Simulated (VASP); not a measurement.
# Be (P6_3/mmc) in VASP: settings compared, part 3 of 3

VASP 6.6.1. Earlier steps stand in the parts before.

### 5 Electric field gradients, PBE (7.91 Å³/atom)

INCAR reads:

```
  PREC = Accurate
  ENCUT = 520
  EDIFF = 1E-8
  ISMEAR = -1
  SIGMA = 0.05
  LREAL = False
  LASPH = True
  NELM = 60
  ALGO = Normal
  ISIF = 2
  LWAVE = False
  LCHARG = False
  GGA = PE
  LEFG = True
  NBANDS = 9
```

KPOINTS reads:

```
regular mesh
0
Gamma
  20 20 11
```

POSCAR reads:

```
Be
1.0
    2.2684238240      0.0000000000      0.0000000000
   -1.1342119121      1.9645126582      0.0000000000
    0.0000000000      0.0000000000      3.5522332234
Be
2
Direct
    0.3333333333      0.6666666667      0.2500000000
    0.6666666667      0.3333333333      0.7500000000
```

Potentials or basis: VASP PAW PBE potentials, release 64 (Be).

Launch:

```bash
cat potpaw_PBE.64/Be/POTCAR > POTCAR
mpirun -np 1 vasp_std > vasp.out
```

OUTCAR:

```text
PREC = Accurate
   ENCUT = 520
   EDIFF = 1E-8
   ISMEAR = -1
   LREAL = False
   LASPH = True
   NELM = 60
   ISIF = 2
   GGA = PE

 ion  position               nearest neighbor table
   1  0.333  0.667  0.250-   2 2.21   2 2.21   2 2.21   2 2.21   2 2.21   2 2.21
   2  0.667  0.333  0.750-   1 2.21   1 2.21   1 2.21   1 2.21   1 2.21   1 2.21

  LATTYP: Found a hexagonal cell.
 ALAT       =     2.2684238240
 C/A-ratio  =     1.5659477677

  Lattice vectors:

 A1 = (   2.2684238240,   0.0000000000,   0.0000000000)
 A2 = (  -1.1342119121,   1.9645126582,   0.0000000000)
 A3 = (   0.0000000000,   0.0000000000,   3.5522332234)

Analysis of symmetry for initial positions (statically):
=====================================================================
 Subroutine PRICEL returns:
 Original cell was already a primitive cell.

 Routine SETGRP: Setting up the symmetry group for a
 hexagonal supercell.

 Subroutine GETGRP returns: Found 24 space group operations
 (whereof 12 operations were pure point group operations)
 out of a pool of 24 trial point group operations.

The static configuration has the point symmetry D_3d.
 The point group associated with its full space group is D_6h.

Analysis of symmetry for dynamics (positions and initial velocities):
=====================================================================
 Subroutine PRICEL returns:
 Original cell was already a primitive cell.

 Routine SETGRP: Setting up the symmetry group for a
 hexagonal supercell.

 Subroutine GETGRP returns: Found 24 space group operations
 (whereof 12 operations were pure point group operations)
 out of a pool of 24 trial point group operations.

The dynamic configuration has the point symmetry D_3d.
 The point group associated with its full space group is D_6h.

 Subroutine INISYM returns: Found 24 space group operations
 (whereof 12 operations are pure point group operations),
 and found     1 'primitive' translations

----------------------------------------------------------------------------------------

                                     Primitive cell

  volume of cell :      15.8300

  direct lattice vectors                    reciprocal lattice vectors
     2.268423824  0.000000000  0.000000000     0.440834728  0.254516049  0.000000000
    -1.134211912  1.964512658  0.000000000     0.000000000  0.509032098  0.000000000
     0.000000000  0.000000000  3.552233223     0.000000000  0.000000000  0.281513047

  length of vectors
     2.268423824  2.268423824  3.552233223     0.509032098  0.509032098  0.281513047

  position of ions in fractional coordinates (direct lattice)
     0.333333333  0.666666667  0.250000000
     0.666666667  0.333333333  0.750000000

  ion indices of the primitive-cell ions
   primitive index   ion index
                 1           1
                 2           2

----------------------------------------------------------------------------------------

 KPOINTS: regular mesh
[... 81 lines left out ...]
   EMIN   =  10.00;   EMAX   =-10.00  energy-range for DOS
   EFERMI =   0.00;   METHOD = LEGACY
   ISMEAR =    -1;   SIGMA  =   0.05  broadening in eV -4-tet -1-fermi 0-gaus
   EFERMI_NEDOS =   21; number of points for ismear=-14 and -15
   IALGO  =     38    algorithm
   IMIX   =      4    mixing-type and parameters
     AMIX     =   0.40;   BMIX     =  1.00
     AMIX_MAG =   1.60;   BMIX_MAG =  1.00
  volume/ion in A,a.u.               =       7.91        53.41
  Fermi-wavevector in a.u.,A,eV,Ry     =   1.034986  1.955841 14.574519  1.071197
  Thomas-Fermi vector in A             =   2.169308
   LORBIT       =      0    0 simple, 1 ext, 2 COOP (PROOUT), +10 PAW based schemes
   GGA     = PE    functional components
   LHFCALC =     F    Hartree Fock is set to
   AEXX    =    0.0000 exact exchange contribution
   IVDW    =     0    specifies the selected vdW correction
   LEPSILON=     F    determine dielectric tensor
   LRPA    =     F    only Hartree local field effects (RPA)
 non-spin polarized calculation
  energy-cutoff  :      520.00
  volume of cell :       15.83
 maximum number of plane-waves:       440
 NGX is ok and might be reduce to    18
   NGX =  9   NGY =  9   NGZ = 13

 number of electron       4.0000000 magnetization

 Free energy of the ion-electron system (eV)
  ---------------------------------------------------
  ext. energy  EPLUGINS =         0.00000000
  ---------------------------------------------------
  free energy    TOTEN  =        -7.53446839 eV

  energy without entropy =       -7.53358418  energy(sigma->0) =       -7.53402628

 E-fermi :   6.9295     XC(G=0): -10.6017

 val. band max:        6.9232996742   @ k =   0.3000   0.2000   0.0000
 cond. band min:       6.9607866983   @ k =   0.3000   0.3000   0.2727
 fundamental gap:      0.0374870241
 Fermi energy:         6.9295378745

 k-point     1 :       0.0000    0.0000    0.0000
  band No.  band energies     occupation
      1      -4.3291      2.00000
      2       2.6305      2.00000
      3       8.2191      0.00000
      4      22.8862      0.00000
      5      22.8862      0.00000
      6      25.7612      0.00000
      7      25.7612      0.00000
      8      28.0373      0.00000
      9      34.0275      0.00000
[... 265 lines left out ...]
 k-point    24 :       0.2500    0.1000    0.0000
  band No.  band energies     occupation
      1      -1.5300      2.00000
      2       6.2502      2.00000
      3       8.1978      0.00000
      4      13.3089      0.00000
      5      16.3221      0.00000
      6      20.7435      0.00000
      7      22.3690      0.00000
      8      24.3605      0.00000
      9      28.0172      0.00000

 [... further k-points ...]

------------------------ aborting loop because EDIFF is reached ----------------------------------------

  FORCE on cell =-STRESS in cart. coord.  units (eV):
  Direction    XX          YY          ZZ          XY          YZ          ZX
  --------------------------------------------------------------------------------------
  -------------------------------------------------------------------------------------
  Total       -0.0077812     -0.0077812      0.0574516      0.0000000      0.0000000      0.0000000
  in kB       -0.7875426     -0.7875426      5.8147673      0.0000000      0.0000000      0.0000000
  external PRESSURE =       1.4132273 kB  Pullay stress =       0.0000000 kB

 VOLUME and BASIS-vectors are now :
 -----------------------------------------------------------------------------
  energy-cutoff  :      520.00
  volume of cell :       15.83
      direct lattice vectors                 reciprocal lattice vectors
     2.268423824  0.000000000  0.000000000     0.440834728  0.254516049  0.000000000
    -1.134211912  1.964512658  0.000000000     0.000000000  0.509032098  0.000000000
     0.000000000  0.000000000  3.552233223     0.000000000  0.000000000  0.281513047

 POSITION                                       TOTAL-FORCE (eV/Angst)
 -----------------------------------------------------------------------------------
     -0.00000      1.30968      0.88806        -0.000000      0.000000      0.000000
      1.13421      0.65484      2.66417         0.000000     -0.000000      0.000000
 -----------------------------------------------------------------------------------
    total drift:                                0.000000     -0.000000      0.000000

  FREE ENERGIE OF THE ION-ELECTRON SYSTEM (eV)
  ---------------------------------------------------
  free  energy   TOTEN  =        -7.5344683872 eV

  energy  without entropy=       -7.5335841750  energy(sigma->0) =       -7.53402628

 Electric field gradients (V/A^2)
---------------------------------------------------------------------
 ion       V_xx      V_yy      V_zz      V_xy      V_xz      V_yz
---------------------------------------------------------------------
   1       0.295     0.295    -0.590    -0.000     0.000    -0.000
   2       0.295     0.295    -0.590    -0.000    -0.000     0.000
---------------------------------------------------------------------

 Electric field gradients after diagonalization (V/A^2)
 (convention: |V_zz| > |V_xx| > |V_yy|)
----------------------------------------------------------------------
 ion       V_xx      V_yy      V_zz     asymmetry (V_yy - V_xx)/ V_zz
----------------------------------------------------------------------
   1       0.295     0.295    -0.590       0.000
   2       0.295     0.295    -0.590       0.000
----------------------------------------------------------------------

           NMR quadrupolar parameters

 Cq : quadrupolar parameter    Cq=e*Q*V_zz/h
 eta: asymmetry parameters     (V_yy - V_xx)/ V_zz
 Q  : nuclear electric quadrupole moment in mb (millibarn)
----------------------------------------------------------------------
 ion       Cq(MHz)       eta       Q (mb)
----------------------------------------------------------------------
   1      -0.001       0.000       1.000
   2      -0.001       0.000       1.000
----------------------------------------------------------------------
```

OSZICAR:

```text
N       E                     dE             d eps       ncg     rms          rms(c)
DAV:   1    -0.286977583240E+01   -0.28698E+01   -0.17836E+03  4784   0.364E+02
DAV:   2    -0.754512463710E+01   -0.46753E+01   -0.45782E+01  7109   0.535E+01
DAV:   3    -0.759898703032E+01   -0.53862E-01   -0.53726E-01  5439   0.387E+00
DAV:   4    -0.759906675794E+01   -0.79728E-04   -0.79724E-04  5885   0.159E-01
DAV:   5    -0.759906680932E+01   -0.51382E-07   -0.50630E-07  5274   0.383E-03    0.122E+00
DAV:   6    -0.755292560012E+01    0.46141E-01   -0.60311E-03  5170   0.774E-01    0.746E-01
DAV:   7    -0.753449131713E+01    0.18434E-01   -0.65807E-03  5183   0.806E-01    0.277E-02
DAV:   8    -0.753446986600E+01    0.21451E-04   -0.14957E-05  5192   0.320E-02    0.948E-03
DAV:   9    -0.753446871364E+01    0.11524E-05   -0.28277E-06  5409   0.143E-02    0.107E-03
DAV:  10    -0.753446852999E+01    0.18365E-06   -0.49907E-09  5623   0.572E-04    0.295E-04
DAV:  11    -0.753446839203E+01    0.13796E-06   -0.32873E-09  4157   0.533E-04    0.780E-06
DAV:  12    -0.753446838716E+01    0.48698E-08   -0.72950E-11  2721   0.546E-05
   1 F= -.75344684E+01 E0= -.75340263E+01  d E =-.884212E-03
```

stdout:

```text
POSCAR found type information on POSCAR Be
 POSCAR found :  1 types and       2 ions
 scaLAPACK will be used
 LDA part: xc-table for (Slater+PW92), standard interpolation
 POSCAR, INCAR and KPOINTS ok, starting setup
 FFT: planning ... GRIDC
 FFT: planning ... GRID_SOFT
 FFT: planning ... GRID
 WAVECAR not read
 entering main loop
ion   1

ion   2
```

It took 12 s on 1 thread of Intel Xeon 6975P-C (Granite Rapids), shared host; peak memory 0.14 GiB.

Results:

```yaml
Free_energy: -7.5345 eV
Pressure: 0.1 GPa
Band_gap_on_the_k_mesh: zero (bands 2 and 3 overlap by 1.43 eV)
Largest_electric_field_gradient_by_atom: Be -0.6 V/Å²
```

Levels at points of the mesh, in eV from the Fermi level:
```
           k point  band 1  band 2  band 3  band 4  band 5  band 6
(0.00, 0.00, 0.00)  -11.26   -4.30    1.29   15.96   15.96   18.83
(0.50, 0.00, 0.00)   -4.94   -3.07    3.73    6.60    6.90    9.40
```

Electric field gradients, principal values (V/Å²):
```tsv
atom	least	middle	greatest (by size)
1 Be	0.295	0.295	-0.590
2 Be	0.295	0.295	-0.590
```

Caveat: without QUAD_EFG the Cq values of the log hold for a quadrupole moment of 1 mb, not for the nuclei.

### 6 The runs side by side

```csv
level,potentials or basis,spin,cell,gap on the mesh (eV),pressure (GPa)
LDA,"VASP PAW LDA potentials, release 64 (Be)",off,"a = 2.268, b = 2.268, c = 3.552 Å, angles 90.0, 90.0, 120.0°, 2 atoms",none,-5.3
PBEsol,"VASP PAW PBE potentials, release 64 (Be)",off,"a = 2.330, b = 2.330, c = 3.648 Å, angles 90.0, 90.0, 120.0°, 2 atoms",none,-9.3
LDA,"VASP PAW LDA potentials, release 64 (Be)","non-collinear, zero start, SOC","a = 2.300, b = 2.300, c = 3.601 Å, angles 90.0, 90.0, 120.0°, 2 atoms",-,-9.6
PBE,"VASP PAW PBE potentials, release 64 (Be)",off,"a = 2.268, b = 2.268, c = 3.552 Å, angles 90.0, 90.0, 120.0°, 2 atoms",none,0.1
```

Alike in all rows: task electric field gradients; k mesh 20 × 20 × 11; cutoff (eV) 520; smearing fermi-dirac 0.05 eV.

Caveats: the cell stands under tension (at least some runs); the PAW data sets were made with another functional, which shifts forces and pressure a little (at least some runs).

Absolute energies hang on the potentials; compare differences alone.
